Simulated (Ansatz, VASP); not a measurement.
# CdS in VASP and in Ansatz

INCAR

```
PREC = Accurate
ENCUT = 630
EDIFF = 1E-6
ISMEAR = 0
SIGMA = 0.05
LREAL = F
LASPH = T
NELM = 120
ALGO = Normal
ISIF = 2
LWAVE = F
LCHARG = F
GGA = PE
IVDW = 12
NBANDS = 20
GGA_COMPAT = F
```

Contents of KPOINTS:

```
regular mesh
0
Gamma
  6 6 8
```

The input POSCAR:

```
CdS
1.0
    4.0976668513      0.0000000000      0.0000000000
   -2.0488334257      3.5486835895      0.0000000000
    0.0000000000      0.0000000000      3.8283122367
Cd S
1 1
Direct
    0.0000000000      0.0000000000      0.5307944175
    0.6666666667      0.3333333333      0.3462055825
```

Input for Ansatz:

```yaml
crystal:
  lattice:
    - [4.0976668513, 0.0, 0.0]
    - [-2.0488334257, 3.5486835895, 0.0]
    - [0.0, 0.0, 3.8283122367]
  atoms:
    - { symbol: Cd, position: [0.0, 0.0, 0.5307944175] }
    - { symbol: S, position: [0.6666666667, 0.3333333333, 0.3462055825] }
basis:
  ecutwfc: 420
kpoints:
  mp_grid: { grid: [6, 6, 8] }
hamiltonian:
  xc: pbe
  dispersion: d3bj
scf:
  occupations: { method: gaussian, width: 0.05 }
output:
  forces: true
  stress: true
  eigenvalues: true
  write_density: true
  write_potential: true
  elf: true
  volumetric_format: npy
```

Alike in both runs: task single point; functional PBE; dispersion D3(BJ); k mesh 6 × 6 × 8; occupations gaussian, width 0.05 eV; no spin polarisation.

```csv
,VASP,Ansatz
version,VASP 6.6.1,Ansatz 0.2.0
potentials or method,"VASP PAW PBE potentials, release 64 (Cd_sv_GW, S), cutoff 630 eV","scalar-relativistic, plane waves, PAW"
valence electrons in the cell,26,26
```

|  | VASP | Ansatz | Ansatz less VASP |
| --- | --- | --- | --- |
| gap on the k mesh at the Fermi level (eV) | 0.92 | 0.90 | -0.012 |
| least direct gap on the mesh (eV) | 1.24 | 1.23 | -0.002 |
| pressure (GPa) | -0.1 | 0.0 | +0.13 |
